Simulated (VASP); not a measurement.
# TiGe (Fd-3m) in VASP: a series of runs

TiGe is run at these levels: PBE; tasks: relaxation of cell and atoms, single point.

Everything below comes from runs of VASP 6.6.1. Logs are shortened: lines on timing, memory, paths and dates and some standing lists are left out, and cuts for length are marked.

### Step 1. The cell of the first run

Symmetry: Fd-3m, No. 227, cubic system. Conventional cell: a = 6.556 Å, b = 6.556 Å, c = 6.556 Å, α = 90.00°, β = 90.00°, γ = 90.00°. Ti (site symmetry -43m) has 4 Ti at 2.84 Å and 10 Ge at 2.84 to 3.28 Å within 3.7 Å. Within 3.7 Å of Ge (site symmetry -43m) lie 10 Ti at 2.84 to 3.28 Å and 4 Ge at 2.84 Å.

The cell was generated, and may not be a known phase.

### Step 2. Relaxation of cell and atoms, PBE

The input, INCAR:

```
SYSTEM = TiGe
ALGO = Normal
EDIFF = 1E-6
EDIFFG = -0.04
ENCUT = 600
GGA = PE
IBRION = 2
ISIF = 3
ISMEAR = 0
LASPH = .TRUE.
LCHARG = .FALSE.
LREAL = .FALSE.
LWAVE = .FALSE.
NELM = 100
NSW = 90
PREC = Accurate
SIGMA = 0.1
```

The input, KPOINTS:

```
k-points
0
G
  4 4 4
  0 0 0
```

The input, POSCAR:

```
TiGe
1.0
    0.0000000000      3.2778794500      3.2778794500
    3.2778794500      0.0000000000      3.2778794500
    3.2778794500      3.2778794500      0.0000000000
Ti Ge
2 2
Direct
    0.7500000000      0.7500000000      0.7500000000
    0.5000000000      0.5000000000      0.5000000000
    0.2500000000      0.2500000000      0.2500000000
    0.0000000000      0.0000000000      0.0000000000
```

Potentials or basis: VASP PAW PBE potentials, release 64 (Ti_sv, Ge_d).

Run with:

```bash
$ cat potpaw_PBE.64/Ti_sv/POTCAR potpaw_PBE.64/Ge_d/POTCAR > POTCAR
$ mpirun -np 1 vasp_std > vasp.out
```

OUTCAR:

```text
SYSTEM = TiGe
   EDIFF = 1E-6
   EDIFFG = -0.04
   ENCUT = 600
   GGA = PE
   IBRION = 2
   ISIF = 3
   ISMEAR = 0
   LASPH = .TRUE.
   LREAL = .FALSE.
   NELM = 100
   NSW = 90
   PREC = Accurate

 ion  position               nearest neighbor table
   1  0.750  0.750  0.750-   2 2.84   2 2.84   2 2.84   2 2.84   4 2.84   4 2.84   4 2.84   4 2.84

   2  0.500  0.500  0.500-   3 2.84   3 2.84   3 2.84   1 2.84   3 2.84   1 2.84   1 2.84   1 2.84

   3  0.250  0.250  0.250-   4 2.84   4 2.84   4 2.84   2 2.84   4 2.84   2 2.84   2 2.84   2 2.84

   4  0.000  0.000  0.000-   1 2.84   1 2.84   1 2.84   1 2.84   3 2.84   3 2.84   3 2.84   3 2.84

  LATTYP: Found a face centered cubic cell.
 ALAT       =     6.5557589000

  Lattice vectors:

 A1 = (   0.0000000000,   3.2778794500,   3.2778794500)
 A2 = (   3.2778794500,   0.0000000000,   3.2778794500)
 A3 = (   3.2778794500,   3.2778794500,   0.0000000000)

Analysis of symmetry for initial positions (statically):
=====================================================================
 Subroutine PRICEL returns:
 Original cell was already a primitive cell.

 Routine SETGRP: Setting up the symmetry group for a
 face centered cubic supercell.

 Subroutine GETGRP returns: Found 48 space group operations
 (whereof 24 operations were pure point group operations)
 out of a pool of 48 trial point group operations.

The static configuration has the point symmetry T_d .
 The point group associated with its full space group is O_h .

Analysis of symmetry for dynamics (positions and initial velocities):
=====================================================================
 Subroutine PRICEL returns:
 Original cell was already a primitive cell.

 Routine SETGRP: Setting up the symmetry group for a
 face centered cubic supercell.

 Subroutine GETGRP returns: Found 48 space group operations
 (whereof 24 operations were pure point group operations)
 out of a pool of 48 trial point group operations.

The dynamic configuration has the point symmetry T_d .
 The point group associated with its full space group is O_h .

 Subroutine INISYM returns: Found 48 space group operations
 (whereof 24 operations are pure point group operations),
 and found     1 'primitive' translations

----------------------------------------------------------------------------------------

                                     Primitive cell

  volume of cell :      70.4383

[... 64 lines left out ...]
   NGXF,Y,Z  is equivalent  to a cutoff of  28.69, 28.69, 28.69 a.u.
 SYSTEM =  TiGe
   PREC   = accura    normal or accurate (medium, high low for compatibility)
   ISTART =      0    job   : 0-new  1-cont  2-samecut
   ICHARG =      2    charge: 1-file 2-atom 10-const
   ISPIN  =      1    spin polarized calculation?
   LNONCOLLINEAR =      F non collinear calculations
   LSORBIT =      F    spin-orbit coupling
   LASPH  =      T    aspherical Exc in radial PAW
   ENCUT  =  600.0 eV  44.10 Ry    6.64 a.u.   9.26  9.26  9.26*2*pi/ulx,y,z
   NELM   =    100;   NELMIN=  2; NELMDL= -5     # of ELM steps
   EDIFF  = 0.1E-05   stopping-criterion for ELM
   LREAL  =      F    real-space projection
   EDIFFG = -.4E-01   stopping-criterion for IOM
   NSW    =     90    number of steps for IOM
   IBRION =      2    ionic relax: 0-MD 1-quasi-New 2-CG
   NFREE  =      1    steps in history (QN), initial steepest desc. (CG)
   ISIF   =      3    stress and relaxation
   ISYM   =      2    0-nonsym 1-usesym 2-fastsym
   POTIM  = 0.5000    time-step for ionic-motion
   TEBEG  =    0.0;   TEEND  =   0.0 temperature during run
   PSTRESS=    0.0 pullay stress
   NELECT =      52.0000    total number of electrons
   NUPDOWN=      -1.0000    fix difference up-down
   EMIN   =  10.00;   EMAX   =-10.00  energy-range for DOS
   EFERMI =   0.00;   METHOD = LEGACY
   ISMEAR =     0;   SIGMA  =   0.10  broadening in eV -4-tet -1-fermi 0-gaus
   EFERMI_NEDOS =   21; number of points for ismear=-14 and -15
   IALGO  =     38    algorithm
   IMIX   =      4    mixing-type and parameters
     AMIX     =   0.40;   BMIX     =  1.00
     AMIX_MAG =   1.60;   BMIX_MAG =  1.00
  volume/ion in A,a.u.               =      17.61       118.84
  Fermi-wavevector in a.u.,A,eV,Ry     =   1.479584  2.796008 29.785451  2.189169
  Thomas-Fermi vector in A             =   2.593724
   LORBIT       =      0    0 simple, 1 ext, 2 COOP (PROOUT), +10 PAW based schemes
   GGA     = PE    functional components
   LHFCALC =     F    Hartree Fock is set to
   AEXX    =    0.0000 exact exchange contribution
   IVDW    =     0    specifies the selected vdW correction
   LEPSILON=     F    determine dielectric tensor
   LRPA    =     F    only Hartree local field effects (RPA)
 conjugate gradient relaxation of ions
 non-spin polarized calculation
 Gauss-broadening in eV      SIGMA  =   0.10
  energy-cutoff  :      600.00
  volume of cell :       70.44
 maximum number of plane-waves:      2397
 NGX is ok and might be reduce to    40
   NGX = 19   NGY = 19   NGZ = 19

--------------------------------------- Ionic step        1  -------------------------------------------

 number of electron      52.0000004 magnetization

 Free energy of the ion-electron system (eV)
  ---------------------------------------------------
  ext. energy  EPLUGINS =         0.00000000
  ---------------------------------------------------
  free energy    TOTEN  =       -24.29718710 eV

  energy without entropy =      -24.27531117  energy(sigma->0) =      -24.28624914

------------------------ aborting loop because EDIFF is reached ----------------------------------------

  FORCE on cell =-STRESS in cart. coord.  units (eV):
  Direction    XX          YY          ZZ          XY          YZ          ZX
  --------------------------------------------------------------------------------------
  -------------------------------------------------------------------------------------
  Total       -1.9166952     -1.9166952     -1.9166952      0.0000000     -0.0000000      0.0000000
  in kB      -43.5968088    -43.5968088    -43.5968088      0.0000000     -0.0000000      0.0000000
  external PRESSURE =     -43.5968088 kB  Pullay stress =       0.0000000 kB
[... 63 lines left out ...]
--------------------------------------- Ionic step        3  -------------------------------------------

 number of electron      52.0000008 magnetization

 Free energy of the ion-electron system (eV)
  ---------------------------------------------------
  ext. energy  EPLUGINS =         0.00000000
  ---------------------------------------------------
  free energy    TOTEN  =       -24.34798397 eV

  energy without entropy =      -24.33340907  energy(sigma->0) =      -24.34069652

 E-fermi :   8.3613     XC(G=0): -11.7815

 val. band max:        8.2454235611   @ k =   0.2500   0.0000   0.0000
 cond. band min:       8.4357489779   @ k =   0.5000   0.5000   0.0000
 fundamental gap:      0.1903254168
 Fermi energy:         8.3613384418

 k-point     1 :       0.0000    0.0000    0.0000
  band No.  band energies     occupation
      1     -48.2873      2.00000
      2     -48.1553      2.00000
      3     -24.6519      2.00000
      4     -24.6519      2.00000
      5     -24.6519      2.00000
      6     -24.3909      2.00000
[... 292 lines left out ...]
  FREE ENERGIE OF THE ION-ELECTRON SYSTEM (eV)
  ---------------------------------------------------
  free  energy   TOTEN  =       -24.3479839664 eV

  energy  without entropy=      -24.3334090745  energy(sigma->0) =      -24.34069652

 reached required accuracy - stopping structural energy minimisation
```

OSZICAR:

```text
N       E                     dE             d eps       ncg     rms          rms(c)
DAV:   1     0.571204252657E+03    0.57120E+03   -0.28499E+04   562   0.434E+03
DAV:   2     0.720784526903E+02   -0.49913E+03   -0.49130E+03   496   0.861E+02
DAV:   3    -0.152018619527E+02   -0.87280E+02   -0.86030E+02   656   0.238E+02
[... 32 lines left out ...]
DAV:   6    -0.243480249712E+02   -0.52850E-03   -0.25873E-03   722   0.236E-01    0.644E-02
DAV:   7    -0.243479812898E+02    0.43681E-04   -0.37589E-04   694   0.232E-01    0.150E-02
DAV:   8    -0.243479859397E+02   -0.46498E-05   -0.46629E-05   627   0.479E-02    0.109E-02
DAV:   9    -0.243479846116E+02    0.13280E-05   -0.81990E-06   532   0.253E-02    0.769E-03
DAV:  10    -0.243479839664E+02    0.64522E-06   -0.10583E-06   392   0.110E-02
   3 F= -.24347984E+02 E0= -.24340697E+02  d E =-.507969E-01
```

Wall time 48 s (1 thread of Intel Xeon 6975P-C (Granite Rapids), shared host); peak memory 0.25 GiB.

Results:

* Free energy: -24.3480 eV
* Relaxed volume: 16.72 Å³/atom
* Relaxed cell: a = 4.556 Å, b = 4.556 Å, c = 4.556 Å, α = 60.00°, β = 60.00°, γ = 60.00°
* Space group after relaxing (to 0.1 Å): Fd-3m (No. 227)
* Energy gained by relaxing: 12.7 meV/atom
* Ionic steps: 3
* Pressure after relaxing: 0.0 GPa
* Band gap on the k mesh: zero (bands 26 and 27 overlap by 0.95 eV)

The path:
```tsv
step	energy change (eV)	largest force (eV/Å)	pressure (GPa)	volume (Å³)
1	0.0000	0.0000	-4.36	70.44
2	-0.0443	0.0000	1.73	65.67
3	-0.0508	0.0000	0.01	66.86
```

Final structure:
```xyz
4
Lattice="0.0000 3.2214 3.2214 3.2214 0.0000 3.2214 3.2214 3.2214 0.0000" Properties=species:S:1:pos:R:3 pbc="T T T"
Ti    4.8321    4.8321    4.8321
Ti    3.2214    3.2214    3.2214
Ge    1.6107    1.6107    1.6107
Ge    0.0000    0.0000    0.0000
```

Caveat: the k points lie up to 0.42 Å⁻¹ apart in the final cell, too coarse for converged energies and pressures of a metal.

[end of part 1 of 2]

The gap in the log of VASP goes by the Fermi energy; the results here count the filled bands.